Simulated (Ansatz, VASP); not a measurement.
**CdS in VASP and in Ansatz**

Contents of POSCAR:

```
CdS
1.0
    0.0000000000      2.9165000000      2.9165000000
    2.9165000000      0.0000000000      2.9165000000
    2.9165000000      2.9165000000      0.0000000000
Cd S
1 1
Direct
    0.0000000000      0.0000000000      0.0000000000
    0.7500000000      0.7500000000      0.7500000000
```

The input INCAR.step1:

```
PREC     = Accurate       # precision mode
ENCUT    = 600            # plane-wave cutoff, eV
EDIFF    = 1E-5           # SCF threshold, eV
ISMEAR   = -1             # smearing method
SIGMA    = 0.05           # smearing width, eV
LREAL    = False          # projectors in reciprocal space
LASPH    = True           # aspherical terms in the spheres
NELM     = 60             # most SCF steps
ALGO     = Normal         # electronic algorithm
LWAVE    = True           # write WAVECAR
LCHARG   = False          # write CHGCAR
GGA      = PE             # functional
NBANDS   = 16             # bands
```

The input INCAR.step2:

```
PREC     = Accurate       # precision mode
ENCUT    = 600            # plane-wave cutoff, eV
EDIFF    = 1E-6           # SCF threshold, eV
ISMEAR   = -1             # smearing method
SIGMA    = 0.05           # smearing width, eV
LREAL    = False          # projectors in reciprocal space
LASPH    = True           # aspherical terms in the spheres
NELM     = 60             # most SCF steps
ALGO     = Normal         # electronic algorithm
ISIF     = 3              # what is computed and relaxed
LWAVE    = False          # write WAVECAR
LCHARG   = False          # write CHGCAR
GGA      = PS             # functional
LHFCALC  = True           # exact exchange
AEXX     = 0.25           # exact-exchange fraction
PRECFOCK = Normal       
IBRION   = 2              # ionic algorithm
NSW      = 60             # ionic steps
EDIFFG   = -0.01          # ionic threshold
ISTART   = 1
```

The input KPOINTS:

```
Automatic mesh
0
Gamma
  4 4 4
```

input.yaml

```yaml
crystal:
  lattice:
    - [0.0, 2.9165, 2.9165]
    - [2.9165, 0.0, 2.9165]
    - [2.9165, 2.9165, 0.0]
  atoms:
    - { symbol: Cd, position: [0.0, 0.0, 0.0] }
    - { symbol: S, position: [0.75, 0.75, 0.75] }
hamiltonian:
  xc: { exchange: pbesol, correlation: pbesol, exx: { coeff: 0.25 } }
  pseudopotentials: { kind: paw }
kpoints:
  mp_grid: { grid: [4, 4, 4] }
scf:
  occupations: { method: fermi_dirac, width: 0.05 }
output:
  forces: true
  stress: true
  eigenvalues: true
  write_density: true
  write_potential: true
  elf: true
  volumetric_format: npy
relax:
  f_tol: 0.01
  max_steps: 40
  cell: { stress_tol: 0.05 }
```

Alike in both runs: task relaxation of cell and atoms; functional PBEsol-based global hybrid; k mesh 4 × 4 × 4; occupations fermi-dirac, width 0.05 eV; no spin polarisation.

|  | VASP | Ansatz |
| --- | --- | --- |
| version | VASP 6.6.1 | Ansatz 0.2.0 |
| potentials or method | VASP PAW PBE potentials, release 64 (Cd, S) | Ansatz PAW |
| plane-wave cutoff (eV) | 600 | 420 |
| valence electrons in the cell | 18 | 26 |

Ansatz gave:

| Property | Result |
| --- | --- |
| gap on the k mesh at the Fermi level, each at its own relaxed structure (eV) | 2.73 |
| relaxed volume (Å³/atom) | 24.60 |
| relaxed cell length with the largest relative difference (Å) | 4.113 |

Question: Estimate VASP's values.

Answer: gap on the k mesh at the Fermi level, each at its own relaxed structure (eV): 2.77; relaxed volume (Å³/atom): 24.70; relaxed cell length with the largest relative difference (Å): 4.118.

VASP's potentials were made for PBE, not for PBEsol-based global hybrid. VASP's potentials hold 18 valence electrons a cell and Ansatz's 26, so a difference there can come from the potentials and not from the codes.

The k mesh is coarse, so the values compare programs but aren't converged. Noted on Ansatz's run: the plane-wave basis is chosen anew once the cell has moved, so the energies of steps on either side of that aren't comparable.
